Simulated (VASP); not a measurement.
**MnPt2: single point with r2SCAN**

Crystal: MnPt2.

```
Pt Mn
1.0
     2.80005    0.00000    0.00000
    -1.40003    2.42492    0.00000
     0.00000    0.00000    6.39915
Pt Mn
2 1
Direct
  0.66667 0.33333 0.31621
  0.33333 0.66667 0.68379
  0.00000 0.00000 0.00000
```

* Program: VASP 6.6.1
* Task: single point
* Functional: r2SCAN
* Potentials or basis: VASP PAW PBE potentials, release 64 (Pt, Mn_pv)
* Cutoff: 520 eV
* k mesh: 11 × 11 × 4
* Occupations: fermi-dirac, width 0.05 eV
* Spin: collinear spin, ferromagnetic start
* Starting moments: [0.0, 0.0, 4.0] μB

| Quantity | Value |
| --- | --- |
| Pressure | 12.2 GPa |
| Largest force | 0.203 eV/Å |
| Net moment | 4.78 μB per cell |
| Site moments | Pt +0.32; Mn +3.98 μB |
| Valence electrons inside the program's atomic spheres | Pt 9.39; Mn 11.64 |

Forces on the atoms (eV/Å):
```
Pt   0.000  0.000  0.203
Pt   0.000  0.000 -0.203
Mn   0.000  0.000  0.000
```

Stress tensor (GPa, compression positive):
```
11.01  0.00  0.00
 0.00 11.01  0.00
 0.00  0.00 14.71
```

Levels at points of the mesh, in eV from the Fermi level:
Spin up:
```tsv
k point	band 15	band 16	band 17	band 18	band 19	band 20	band 21	band 22	band 23	band 24
(0.00, 0.00, 0.00)	-2.82	-2.19	-2.19	-1.34	-1.34	-1.28	-1.28	10.88	11.90	15.74
(0.00, 0.00, 0.50)	-2.45	-2.45	-2.15	-2.15	-0.43	-0.43	0.17	6.61	14.95	15.65
```
Spin down:
```
           k point  band 12  band 13  band 14  band 15  band 16  band 17  band 18  band 19
(0.00, 0.00, 0.00)    -2.95    -2.20    -2.20    -1.14    -1.14     1.24     1.97     1.97
(0.00, 0.00, 0.50)    -1.90    -1.90    -1.66    -1.66     0.22     0.77     2.04     2.04
```

Wall time 6.4 min on 1 thread of AMD EPYC 9R45 (Zen 5), on a shared host, peak memory 0.24 GiB.

Caveat: the cell stands under pressure; the PAW data sets were made with another functional, which shifts forces and pressure a little; spin-orbit coupling is left out, which moves the levels of the heavy elements.
